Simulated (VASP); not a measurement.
TiSnTe3: single point with PBE

The system is TiSnTe3.

```xyz
5
Lattice="5.4944 0.0000 0.0000 0.0000 5.4944 0.0000 0.0000 0.0000 6.7519" Properties=species:S:1:pos:R:3 pbc="T T T"
Ti    2.7472    2.7472    4.4452
Sn    0.0000    0.0000    5.9068
Te    0.0000    2.7472    4.4983
Te    2.7472    0.0000    4.4983
Te    0.0000    0.0000    1.8829
```

The cell was generated, and may not be a known phase.

```
Program             : VASP 6.6.1
Task                : single point
Functional          : PBE
Potentials or basis : VASP PAW PBE potentials, release 64 (Ti_sv, Sn_d, Te)
Cutoff              : 520 eV
k mesh              : 4 × 4 × 4
Occupations         : gaussian, width 0.1 eV
Spin                : collinear spin
Starting moments    : [1.0, 0.0, 0.0, 0.0, 0.0] μB
```

The pressure is 0.0 GPa and the largest force is 0.022 eV/Å. The band gap on the k mesh is zero (filled and empty bands overlap) and the net moment is 0.00 μB per cell. The valence electrons inside the program's atomic spheres are Ti 10.12; Sn 12.16; Te 3.41, 3.34 (each value once).

Forces on the atoms (eV/Å):
```
Ti   0.000  0.000 -0.022
Sn   0.000  0.000  0.008
Te   0.000  0.000  0.017
Te   0.000  0.000  0.017
Te   0.000  0.000 -0.020
```

Stress tensor (GPa, compression positive):
```
-0.09  0.00  0.00
 0.00 -0.09  0.00
 0.00  0.00  0.04
```

Levels at points of the mesh, in eV from the Fermi level:
Spin up:
```
           k point  band 19  band 20  band 21  band 22  band 23  band 24  band 25  band 26
(0.00, 0.00, 0.00)    -1.35    -1.33    -0.44    -0.44    -0.30     0.05     0.05     0.16
(0.50, 0.00, 0.00)    -1.73    -1.25    -0.36    -0.06     0.42     0.65     0.79     1.10
(0.50, 0.50, 0.00)    -1.12    -1.12    -0.28    -0.13     0.20     0.72     0.72     2.50
(0.00, 0.00, 0.50)    -1.40    -1.06    -1.06    -0.40    -0.30     0.10     0.10     0.31
(0.50, 0.00, 0.50)    -1.85    -0.93    -0.19    -0.07     0.13     0.39     0.65     1.12
(0.50, 0.50, 0.50)    -0.74    -0.30    -0.30    -0.27     0.29     0.88     0.88     1.01
```
Spin down:
```tsv
k point	band 18	band 19	band 20	band 21	band 22	band 23	band 24	band 25	band 26	band 27
(0.00, 0.00, 0.00)	-1.47	-1.35	-1.33	-0.44	-0.44	-0.30	0.05	0.05	0.16	0.74
(0.50, 0.00, 0.00)	-2.72	-1.73	-1.25	-0.36	-0.06	0.42	0.65	0.79	1.10	1.20
(0.50, 0.50, 0.00)	-2.89	-1.12	-1.12	-0.28	-0.13	0.20	0.72	0.72	2.50	2.63
(0.00, 0.00, 0.50)	-1.40	-1.40	-1.06	-1.06	-0.40	-0.30	0.10	0.10	0.31	0.75
(0.50, 0.00, 0.50)	-2.62	-1.85	-0.93	-0.19	-0.07	0.13	0.39	0.65	1.12	1.23
(0.50, 0.50, 0.50)	-2.46	-0.74	-0.30	-0.30	-0.27	0.29	0.88	0.88	1.01	1.89
```

It took 7.1 min on 1 thread of Intel(R) Xeon(R) Platinum 8259CL CPU @ 2.50GHz (Skylake/Cascade Lake), on a shared host, peak memory 0.48 GiB.

Caveat: spin-orbit coupling is left out, which moves the levels of the heavy elements.
